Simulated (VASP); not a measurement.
# ZnSe (F-43m) in VASP: further runs

ZnSe is run at these levels: r2SCAN; tasks: single point.

All numbers are computed with VASP 6.6.1; they aren't measurements. Logs are shortened: lines on timing, memory, paths and dates and some standing lists are left out, and cuts for length are marked.

## (1) The cell of the first run

It takes space group F-43m (No. 216, cubic). Conventional cell: a = 5.778 Å, b = 5.778 Å, c = 5.778 Å, α = 90.00°, β = 90.00°, γ = 90.00°. Within 3.3 Å of Zn (site symmetry -43m) lie 4 Se at 2.50 Å. Within 3.3 Å of Se (site symmetry -43m) lie 4 Zn at 2.50 Å.

## (2) Single point, r2SCAN, non-collinear spin, zero start, spin-orbit coupling (strain +2.0%)

Input file POSCAR:

```
ZnSe
1.0
    0.0000000000      2.8890690981      2.8890690981
    2.8890690981      0.0000000000      2.8890690981
    2.8890690981      2.8890690981      0.0000000000
Zn Se
1 1
Direct
    0.0000000000      0.0000000000      0.0000000000
    0.2500000000      0.2500000000      0.2500000000
```

Input file INCAR.step1:

```
PREC = Accurate
ENCUT = 520
ISMEAR = -1
SIGMA = 0.02
LREAL = False
LASPH = True
NELM = 150
MAGMOM = 0 0 0 0 0 0
LSORBIT = True
GGA_COMPAT = False
NBANDS = 30
GGA = PE
ALGO = Normal
EDIFF = 1E-4
LWAVE = True
LCHARG = False
```

Input file INCAR.step2:

```
PREC = Accurate
ENCUT = 520
EDIFF = 1E-7
ISMEAR = -1
SIGMA = 0.02
LREAL = False
LASPH = True
NELM = 150
ALGO = Normal
ISIF = 2
LWAVE = False
LCHARG = False
MAGMOM = 0 0 0 0 0 0
LORBIT = 11
LSORBIT = True
GGA_COMPAT = False
LORBMOM = True
METAGGA = R2SCAN
LMIXTAU = True
NBANDS = 30
ISTART = 1
```

Input file KPOINTS:

```
Automatic mesh
0
Gamma
  8 8 8
```

Potentials or basis: VASP PAW PBE potentials, release 64 (Zn, Se).

Command:

```console
> cat potpaw_PBE.64/Zn/POTCAR potpaw_PBE.64/Se/POTCAR > POTCAR
> cp INCAR.step1 INCAR
> mpirun -np 1 vasp_ncl > vasp.out
> cp INCAR.step2 INCAR
> mpirun -np 1 vasp_ncl > vasp.out
```

OUTCAR:

```text
PREC = Accurate
   ENCUT = 520
   EDIFF = 1E-7
   ISMEAR = -1
   LREAL = False
   LASPH = True
   NELM = 150
   ISIF = 2
   LORBIT = 11
   LSORBIT = True
   METAGGA = R2SCAN
   ISTART = 1

 ion  position               nearest neighbor table
   1  0.000  0.000  0.000-   2 2.50   2 2.50   2 2.50   2 2.50
   2  0.250  0.250  0.250-   1 2.50   1 2.50   1 2.50   1 2.50

  LATTYP: Found a face centered cubic cell.
 ALAT       =     5.7781381962

  Lattice vectors:

 A1 = (   0.0000000000,   2.8890690981,   2.8890690981)
 A2 = (   2.8890690981,   0.0000000000,   2.8890690981)
 A3 = (   2.8890690981,   2.8890690981,   0.0000000000)

Analysis of symmetry for initial positions (statically):
=====================================================================
 Subroutine PRICEL returns:
 Original cell was already a primitive cell.

 Routine SETGRP: Setting up the symmetry group for a
 face centered cubic supercell.

 Subroutine GETGRP returns: Found 24 space group operations
 (whereof 24 operations were pure point group operations)
 out of a pool of 48 trial point group operations.

The static configuration has the point symmetry T_d .

Analysis of symmetry for dynamics (positions and initial velocities):
=====================================================================
 Subroutine PRICEL returns:
 Original cell was already a primitive cell.

 Routine SETGRP: Setting up the symmetry group for a
 face centered cubic supercell.

 Subroutine GETGRP returns: Found 24 space group operations
 (whereof 24 operations were pure point group operations)
 out of a pool of 48 trial point group operations.

The dynamic configuration has the point symmetry T_d .

Analysis of structural, dynamic, and magnetic symmetry:
=====================================================================
 Subroutine PRICEL returns:
 Original cell was already a primitive cell.

 Routine SETGRP: Setting up the symmetry group for a
 face centered cubic supercell.

 Subroutine GETGRP returns: Found 24 space group operations
 (whereof 24 operations were pure point group operations)
 out of a pool of 48 trial point group operations.

The overall configuration has the point symmetry T_d .

 Subroutine INISYM returns: Found 24 space group operations
 (whereof 24 operations are pure point group operations),
 and found     1 'primitive' translations

----------------------------------------------------------------------------------------

                                     Primitive cell

  volume of cell :      48.2285

  direct lattice vectors                    reciprocal lattice vectors
     0.000000000  2.889069098  2.889069098    -0.173066127  0.173066127  0.173066127
     2.889069098  0.000000000  2.889069098     0.173066127 -0.173066127  0.173066127
     2.889069098  2.889069098  0.000000000     0.173066127  0.173066127 -0.173066127

  length of vectors
     4.085760701  4.085760701  4.085760701     0.299759325  0.299759325  0.299759325

  position of ions in fractional coordinates (direct lattice)
     0.000000000  0.000000000  0.000000000
     0.250000000  0.250000000  0.250000000

  ion indices of the primitive-cell ions
   primitive index   ion index
                 1           1
                 2           2

----------------------------------------------------------------------------------------

 KPOINTS: Automatic mesh

Automatic generation of k-mesh.
 Grid dimensions read from file:
 generate k-points for:    8    8    8

 Generating k-lattice:

  Cartesian coordinates                     Fractional coordinates (reciprocal lattice)
    -0.021633266  0.021633266  0.021633266     0.125000000  0.000000000  0.000000000
     0.021633266 -0.021633266  0.021633266     0.000000000  0.125000000  0.000000000
     0.021633266  0.021633266 -0.021633266     0.000000000  0.000000000  0.125000000

  Length of vectors
     0.037469916  0.037469916  0.037469916

  Shift w.r.t. Gamma in fractional coordinates (k-lattice)
     0.000000000  0.000000000  0.000000000

 Subroutine IBZKPT returns following result:
 ===========================================

 Found     43 irreducible k-points:

 Following reciprocal coordinates:
            Coordinates               Weight
  0.000000  0.000000  0.000000      1.000000
  0.125000  0.000000  0.000000      4.000000
 -0.125000  0.000000  0.000000      4.000000
  0.250000  0.000000  0.000000      4.000000
 -0.250000  0.000000  0.000000      4.000000
  0.375000  0.000000  0.000000      4.000000
[... 16 lines left out ...]
 -0.375000 -0.250000  0.000000     12.000000
  0.500000  0.250000  0.000000     12.000000
 [... further k-points ...]
   k-points           NKPTS =     43   k-points in BZ     NKDIM =     43   number of bands    NBANDS=     30
[... 28 lines left out ...]
   NELECT =      18.0000    total number of electrons
   NUPDOWN=      -1.0000    fix difference up-down
   EMIN   =  10.00;   EMAX   =-10.00  energy-range for DOS
   EFERMI =   0.00;   METHOD = LEGACY
   ISMEAR =    -1;   SIGMA  =   0.02  broadening in eV -4-tet -1-fermi 0-gaus
   EFERMI_NEDOS =   21; number of points for ismear=-14 and -15
   IALGO  =     38    algorithm
   IMIX   =      4    mixing-type and parameters
     AMIX     =   0.40;   BMIX     =  1.00
     AMIX_MAG =   1.60;   BMIX_MAG =  1.00
  volume/ion in A,a.u.               =      24.11       162.73
  Fermi-wavevector in a.u.,A,eV,Ry     =   1.178685  2.227392 18.902550  1.389298
  Thomas-Fermi vector in A             =   2.315009
   LORBIT       =     11    0 simple, 1 ext, 2 COOP (PROOUT), +10 PAW based schemes
   METAGGA = R2SCAN    functional components
   LHFCALC =     F    Hartree Fock is set to
   AEXX    =    0.0000 exact exchange contribution
   IVDW    =     0    specifies the selected vdW correction
   LEPSILON=     F    determine dielectric tensor
   LRPA    =     F    only Hartree local field effects (RPA)
  energy-cutoff  :      520.00
  volume of cell :       48.23
 maximum number of plane-waves:      2632
   NGX = 15   NGY = 15   NGZ = 15

 number of electron      18.0000005 magnetization       0.0000000      0.0000000      0.0000000

 number of electron      18.0000005 magnetization      -0.0000000      0.0000000      0.0000000

 number of electron      18.0000005 magnetization       0.0000000     -0.0000000     -0.0000000

 Free energy of the ion-electron system (eV)
  ---------------------------------------------------
  ext. energy  EPLUGINS =         0.00000000
  ---------------------------------------------------
  free energy    TOTEN  =       -24.89964138 eV

  energy without entropy =      -24.89964138  energy(sigma->0) =      -24.89964138

 E-fermi :   1.3533     XC(G=0):  -9.6405

 val. band max:        0.9395550672   @ k =   0.0000   0.0000   0.0000
 cond. band min:       2.4360547959   @ k =   0.0000   0.0000   0.0000
 fundamental gap:      1.4964997286
 Fermi energy:         1.3533394468

 k-point     1 :       0.0000    0.0000    0.0000
  band No.  band energies     occupation
      1     -12.5285      1.00000
      2     -12.5285      1.00000
      3      -5.8073      1.00000
      4      -5.8073      1.00000
      5      -5.8073      1.00000
      6      -5.8073      1.00000
[... 781 lines left out ...]
     29      14.5410      0.00000
     30      14.5431      0.00000

 [... further k-points ...]

------------------------ aborting loop because EDIFF is reached ----------------------------------------

  FORCE on cell =-STRESS in cart. coord.  units (eV):
  Direction    XX          YY          ZZ          XY          YZ          ZX
  --------------------------------------------------------------------------------------
  -------------------------------------------------------------------------------------
  Total       -0.9931072     -0.9931072     -0.9931072     -0.0000000      0.0000000      0.0000000
  in kB      -32.9915667    -32.9915667    -32.9915667     -0.0000000      0.0000000      0.0000000
  external PRESSURE =     -32.9915667 kB  Pullay stress =       0.0000000 kB

 VOLUME and BASIS-vectors are now :
 -----------------------------------------------------------------------------
  energy-cutoff  :      520.00
  volume of cell :       48.23
      direct lattice vectors                 reciprocal lattice vectors
     0.000000000  2.889069098  2.889069098    -0.173066127  0.173066127  0.173066127
     2.889069098  0.000000000  2.889069098     0.173066127 -0.173066127  0.173066127
     2.889069098  2.889069098  0.000000000     0.173066127  0.173066127 -0.173066127

 POSITION                                       TOTAL-FORCE (eV/Angst)
 -----------------------------------------------------------------------------------
      0.00000      0.00000      0.00000        -0.000000     -0.000000     -0.000000
      1.44453      1.44453      1.44453         0.000000      0.000000      0.000000
 -----------------------------------------------------------------------------------
    total drift:                               -0.000001     -0.000001     -0.000001

  FREE ENERGIE OF THE ION-ELECTRON SYSTEM (eV)
  ---------------------------------------------------
  free  energy   TOTEN  =       -24.8996413829 eV

  energy  without entropy=      -24.8996413829  energy(sigma->0) =      -24.89964138

 orbital moment (x)

 # of ion     p       d       tot
 ----------------------------------------
  1         0.000  -0.000  -0.000
  2        -0.000  -0.000  -0.000
 ----------------------------------------
           -0.000  -0.000  -0.000

 orbital moment (y)

 # of ion     p       d       tot
 ----------------------------------------
  1        -0.000   0.000   0.000
  2         0.000   0.000   0.000
 ----------------------------------------
           -0.000   0.000   0.000

 orbital moment (z)

 # of ion     p       d       tot
 ----------------------------------------
  1        -0.000  -0.000  -0.000
  2         0.000  -0.000  -0.000
 ----------------------------------------
           -0.000  -0.000  -0.000

 Spin-Orbit-Coupling matrix elements

 Ion:    1  E_soc:     -0.0079682
 l=   1
     0.0000000    -0.0004064    -0.0004064
    -0.0004064     0.0000000    -0.0004064
    -0.0004064    -0.0004064     0.0000000
 l=   2
     0.0000000    -0.0001867     0.0000000    -0.0001867    -0.0007349
    -0.0001867     0.0000000    -0.0005512    -0.0001867    -0.0001837
     0.0000000    -0.0005512     0.0000000    -0.0005512     0.0000000
    -0.0001867    -0.0001867    -0.0005512     0.0000000    -0.0001837
    -0.0007349    -0.0001837     0.0000000    -0.0001837     0.0000000
 l=   3
     0.0000000     0.0000000     0.0000000     0.0000000     0.0000000     0.0000000     0.0000000
     0.0000000     0.0000000     0.0000000     0.0000000     0.0000000     0.0000000     0.0000000
     0.0000000     0.0000000     0.0000000     0.0000000     0.0000000     0.0000000     0.0000000
     0.0000000     0.0000000     0.0000000     0.0000000     0.0000000     0.0000000     0.0000000
     0.0000000     0.0000000     0.0000000     0.0000000     0.0000000     0.0000000     0.0000000
     0.0000000     0.0000000     0.0000000     0.0000000     0.0000000     0.0000000     0.0000000
     0.0000000     0.0000000     0.0000000     0.0000000     0.0000000     0.0000000     0.0000000

 Ion:    2  E_soc:     -0.0351982
 l=   1
     0.0000000    -0.0058595    -0.0058595
    -0.0058595     0.0000000    -0.0058595
    -0.0058595    -0.0058595     0.0000000
 l=   2
     0.0000000    -0.0000035     0.0000000    -0.0000035    -0.0000034
    -0.0000035     0.0000000    -0.0000025    -0.0000035    -0.0000008
     0.0000000    -0.0000025     0.0000000    -0.0000025     0.0000000
    -0.0000035    -0.0000035    -0.0000025     0.0000000    -0.0000008
    -0.0000034    -0.0000008     0.0000000    -0.0000008     0.0000000
 l=   3
     0.0000000     0.0000000     0.0000000     0.0000000     0.0000000     0.0000000     0.0000000
     0.0000000     0.0000000     0.0000000     0.0000000     0.0000000     0.0000000     0.0000000
     0.0000000     0.0000000     0.0000000     0.0000000     0.0000000     0.0000000     0.0000000
     0.0000000     0.0000000     0.0000000     0.0000000     0.0000000     0.0000000     0.0000000
     0.0000000     0.0000000     0.0000000     0.0000000     0.0000000     0.0000000     0.0000000
     0.0000000     0.0000000     0.0000000     0.0000000     0.0000000     0.0000000     0.0000000
     0.0000000     0.0000000     0.0000000     0.0000000     0.0000000     0.0000000     0.0000000

 total charge

# of ion       s       p       d       tot
------------------------------------------
    1        0.498   0.400   9.799  10.696
    2        1.433   2.450   0.025   3.908
--------------------------------------------------
tot          1.930   2.850   9.824  14.605

 magnetization (x)

# of ion       s       p       d       tot
------------------------------------------
    1        0.000   0.000   0.000   0.000
    2       -0.000   0.000  -0.000  -0.000
--------------------------------------------------
tot          0.000   0.000   0.000   0.000

 magnetization (y)

# of ion       s       p       d       tot
------------------------------------------
    1       -0.000   0.000   0.000  -0.000
    2        0.000   0.000  -0.000   0.000
--------------------------------------------------
tot         -0.000   0.000  -0.000  -0.000

 magnetization (z)

# of ion       s       p       d       tot
------------------------------------------
    1        0.000  -0.000  -0.000  -0.000
    2        0.000   0.000  -0.000   0.000
--------------------------------------------------
tot          0.000  -0.000  -0.000  -0.000
```

It took 7 min on 1 thread of Intel Xeon 6975P-C (Granite Rapids), shared host; peak memory 0.39 GiB.

What came out:

```yaml
Free_energy: -24.8996 eV
Pressure: -3.3 GPa
Net_moment: 0.00 μB per cell
Valence_electrons_inside_the_program's_atomic_spheres: Zn 10.70; Se 3.91
```

Moments on the atoms (μB; x, y, z):
```
Zn  0.00 0.00 0.00
Se  0.00 0.00 0.00
```

Caveat: the cell differs from its parent crystal (strain +2.0%); the cell stands under tension; the PAW data sets were made with another functional, which shifts forces and pressure a little.

[end of part 1 of 2]
